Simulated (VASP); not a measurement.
Wanted: the native input for a VASP 6.6.1 run.

```yaml
Task: single point
Functional: PBE
Potentials_or_basis: VASP PAW PBE potentials, release 64 (K_sv, Cl)
Cutoff: 520 eV
k_mesh: 8 × 8 × 8
Occupations: fermi-dirac, width 0.02 eV
Spin: no spin polarisation
Dipole_correction: no
Further_INCAR_settings: ALGO = Normal; EDIFF = 1e-06; NBANDS = 15
```

The structure of KCl lies in POSCAR:

```
KCl
1.0
    3.8944911150      0.0000000000      0.0000000000
    0.0000000000      3.7708085932      0.0000000000
    0.0000000000      0.0000000000      3.7708085932
K Cl
1 1
Direct
    0.0000000000      0.0000000000      0.0000000000
    0.5000000000      0.5000000000      0.5000000000
```

This cell differs from its parent crystal: uniaxial x strain +3.3%.

The input as run:

INCAR

```
ALGO     = Normal         # electronic algorithm
EDIFF    = 1E-6           # SCF threshold, eV
ENCUT    = 520            # plane-wave cutoff, eV
GGA      = PE             # functional
ISIF     = 2              # what is computed and relaxed
ISMEAR   = -1             # smearing method
LASPH    = True           # aspherical terms in the spheres
LCHARG   = True           # write CHGCAR
LELF     = True           # ELF
LREAL    = False          # projectors in reciprocal space
LVHAR    = True         
LWAVE    = False          # write WAVECAR
NBANDS   = 15             # bands
NELM     = 60             # most SCF steps
PREC     = Accurate       # precision mode
SIGMA    = 0.02           # smearing width, eV
```

KPOINTS

```
k-points
0
Gamma
  8 8 8
```

Potentials or basis: VASP PAW PBE potentials, release 64 (K_sv, Cl).

Run with:

```bash
$ cat potpaw_PBE.64/K_sv/POTCAR potpaw_PBE.64/Cl/POTCAR > POTCAR
$ mpirun -np 1 vasp_std > vasp.out
```

Results of the run:

* Pressure: 0.4 GPa
* Band gap on the k mesh: 4.82 eV, indirect (least direct gap 5.02 eV)

Caveat: the cell differs from its parent crystal (uniaxial x strain +3.3%).

Run time: 43 s on 1 thread of Intel(R) Xeon(R) Platinum 8259CL CPU @ 2.50GHz (Skylake/Cascade Lake), on a shared host, peak memory 0.2 GiB.
